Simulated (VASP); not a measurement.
Runs of VASP 6.6.1 on CrPbO3. The structure is cubic, space group Pm-3m (No. 221). Conventional cell: a = 3.917 Å, b = 3.917 Å, c = 3.917 Å, α = 90.00°, β = 90.00°, γ = 90.00°. Within 2.6 Å of Cr (site symmetry m-3m) lie 6 O at 1.96 Å. Pb (site symmetry m-3m) has 12 O at 2.77 Å and 8 Cr at 3.39 Å within 3.7 Å. O (site symmetry 4/mmm) has 2 Cr at 1.96 Å within 2.6 Å. 

```csv
U,gap on the mesh (eV),pressure (GPa),moment (μB)
Cr d U = 8.0 eV,none,(b),2.04
Cr d U = 2.0 eV,none,-15.2,2.00
Cr d U = 6.0 eV,none,-9.2,(a)
Cr d U = 4.0 eV,none,(c),2.02
```

Alike in all rows: task single point; level LDA+U; potentials or basis VASP PAW LDA potentials, release 64 (Cr_pv, Pb_d, O); spin collinear, ferromagnetic start; cell as given; k mesh 6 × 6 × 6; cutoff (eV) 600; smearing fermi-dirac 0.01 eV.

Problem. Fill in the values left out.

Solution. (a) 2.03; (b) -5.4; (c) -12.6.

Caveats: the cell stands under tension; spin-orbit coupling is left out, which moves the levels of the heavy elements; a cell with one magnetic atom can't hold antiferromagnetic order, which such compounds often take.

A k mesh can miss the band edges, and the runs leave out spin-orbit coupling on Pb.

A gap of «none» marks levels without a gap at the run's occupations.
